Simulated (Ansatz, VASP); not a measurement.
# One calculation of Os, two programs

```
Os
1.0
     2.66575    0.00000    0.00000
    -1.33287    2.30861    0.00000
     0.00000    0.00000    4.21171
Os
2
Direct
  0.33333 0.66667 0.25000
  0.66667 0.33333 0.75000
```

Change from the starting cell: strain -0.025 along x and y, -0.025 along z, atoms carried along.

Alike in both runs: task single point; functional PBEsol; k mesh 18 × 18 × 12; occupations gaussian, width 0.15 eV; no spin polarisation.

```csv
,VASP,Ansatz
version,VASP 6.6.1,Ansatz 0.2.0
potentials or method,"VASP PAW PBE potentials, release 64 (Os), cutoff 520 eV","scalar-relativistic, plane waves, PAW"
valence electrons in the cell,16,32
```

```csv
,VASP,Ansatz,Ansatz less VASP
gap on the k mesh at the Fermi level (eV),none,none,-
pressure (GPa),37.2,35.4,-1.74
"traceless stress, the component that is largest in VASP (GPa)",1.62,1.66,+0.039
```

VASP's potentials were made for PBE, not for PBEsol. A gap of «none» marks a metal or a gap that the smearing closes. Both programs put the cell under a high pressure, so it lies far from rest at this level. VASP's potentials hold 16 valence electrons a cell and Ansatz's 32, so a difference there can come from the potentials and not from the codes.

Neither program's run includes spin-orbit coupling.
